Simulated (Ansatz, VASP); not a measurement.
## Ga2O3: VASP beside Ansatz

The input POSCAR:

```
Ga2O3
1.0
    2.3676872358      1.3669848630      4.4806666158
   -2.3676872358      1.3669848630      4.4806666158
    0.0000000000     -2.7339697259      4.4806666158
Ga O
4 6
Direct
    0.3554023483      0.3554023483      0.3554023483
    0.1445976517      0.1445976517      0.1445976517
    0.6445976517      0.6445976517      0.6445976517
    0.8554023483      0.8554023483      0.8554023483
    0.5536262452      0.9463737548      0.2500000000
    0.2500000000      0.5536262452      0.9463737548
    0.9463737548      0.2500000000      0.5536262452
    0.4463737548      0.0536262452      0.7500000000
    0.7500000000      0.4463737548      0.0536262452
    0.0536262452      0.7500000000      0.4463737548
```

The input INCAR.step1:

```
PREC = Accurate ; ENCUT = 520
ISMEAR = 0 ; SIGMA = 0.05
LREAL = False ; LASPH = True
NELM = 80 ; NBANDS = 55
GGA = PE ; ALGO = Normal
EDIFF = 1E-4 ; LWAVE = True
LCHARG = False
```

INCAR.step2

```
PREC = Accurate ; ENCUT = 520
EDIFF = 1E-7 ; ISMEAR = 0
SIGMA = 0.05 ; LREAL = False
LASPH = True ; NELM = 80
ALGO = Normal ; ISIF = 2
LWAVE = False ; LCHARG = True
METAGGA = R2SCAN ; LMIXTAU = True
LELF = True ; LVHAR = True
NBANDS = 55 ; ISTART = 1
```

KPOINTS

```
Automatic mesh
0
Gamma
  6 6 6
```

Input for Ansatz:

```yaml
crystal:
  lattice:
    - [2.3676872358, 1.366984863, 4.4806666158]
    - [-2.3676872358, 1.366984863, 4.4806666158]
    - [0.0, -2.7339697259, 4.4806666158]
  atoms:
    - { symbol: Ga, position: [0.3554023483, 0.3554023483, 0.3554023483] }
    - { symbol: Ga, position: [0.1445976517, 0.1445976517, 0.1445976517] }
    - { symbol: Ga, position: [0.6445976517, 0.6445976517, 0.6445976517] }
    - { symbol: Ga, position: [0.8554023483, 0.8554023483, 0.8554023483] }
    - { symbol: O, position: [0.5536262452, 0.9463737548, 0.25] }
    - { symbol: O, position: [0.25, 0.5536262452, 0.9463737548] }
    - { symbol: O, position: [0.9463737548, 0.25, 0.5536262452] }
    - { symbol: O, position: [0.4463737548, 0.0536262452, 0.75] }
    - { symbol: O, position: [0.75, 0.4463737548, 0.0536262452] }
    - { symbol: O, position: [0.0536262452, 0.75, 0.4463737548] }
basis:
  ecutwfc: 500
kpoints:
  mp_grid: { grid: [6, 6, 6] }
hamiltonian:
  xc: r2scan
scf:
  occupations: { method: gaussian, width: 0.05 }
output:
  forces: true
  stress: true
  eigenvalues: true
```

Change from the starting cell: strain -0.050 along x and y, +0.000 along z, atoms carried along.

Alike in both runs: task single point; functional r2SCAN; k mesh 6 × 6 × 6; occupations gaussian, width 0.05 eV; no spin polarisation.

|  | VASP | Ansatz |
| --- | --- | --- |
| version | VASP 6.6.1 | Ansatz 0.2.0 |
| potentials or method | VASP PAW PBE potentials, release 64 (Ga_d, O), cutoff 520 eV | scalar-relativistic, plane waves, PAW |
| valence electrons in the cell | 88 | 88 |

|  | VASP | Ansatz | Ansatz less VASP |
| --- | --- | --- | --- |
| gap on the k mesh at the Fermi level (eV) | 4.68 | 4.69 | +0.012 |
| least direct gap on the mesh (eV) | 4.81 | 4.83 | +0.020 |
| pressure (GPa) | 34.7 | 31.8 | -2.85 |
| traceless stress, the component that is largest in VASP (GPa) | -15.04 | -14.56 | +0.482 |
| rms of the force components (eV/Å) | 0.219 | 0.187 | -0.0319 |

VASP's potentials were made for PBE, not for r2SCAN. Atom by atom the forces differ by 0.040 eV/Å (rms over components). Both programs put the cell under a high pressure, so it lies far from rest at this level.
